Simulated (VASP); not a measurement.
PbSe:

```
Pb Se
1.0
     0.00000   -3.06215   -3.06215
     3.06215    0.00000   -3.06215
     3.06215   -3.06215    0.00000
Pb Se
1 1
Direct
  0.00000 0.00000 0.00000
  0.50000 0.50000 0.50000
```

```yaml
Program: VASP 6.6.1
Task: relaxation of cell and atoms
Functional: PBE
Potentials_or_basis: VASP PAW PBE potentials, release 64 (Pb_d, Se)
Cutoff: 600 eV
k_mesh: 10 × 10 × 10
Occupations: gaussian, width 0.01 eV
Spin: no spin polarisation
```

At the start: pressure 2.4 GPa; volume 28.71 Å³/atom.

Problem. Where does the relaxation end?

Solution. Over 3 steps the energy falls by 9.5 meV/atom and the volume is 30.05 Å³/atom (+4.7 %); space group Fm-3m (No. 225, to 0.05 Å).

Step by step:
```tsv
step	energy change (eV)	largest force (eV/Å)	pressure (GPa)	volume (Å³)
1	0.0000	0.0000	2.36	57.43
2	-0.0171	0.0000	-0.68	61.02
3	-0.0190	0.0000	0.02	60.11
```

Final structure:
```
Pb Se
1.0
     0.00000   -3.10906   -3.10906
     3.10906    0.00000   -3.10906
     3.10906   -3.10906    0.00000
Pb Se
1 1
Direct
  0.00000 0.00000 0.00000
  0.50000 0.50000 0.50000
```
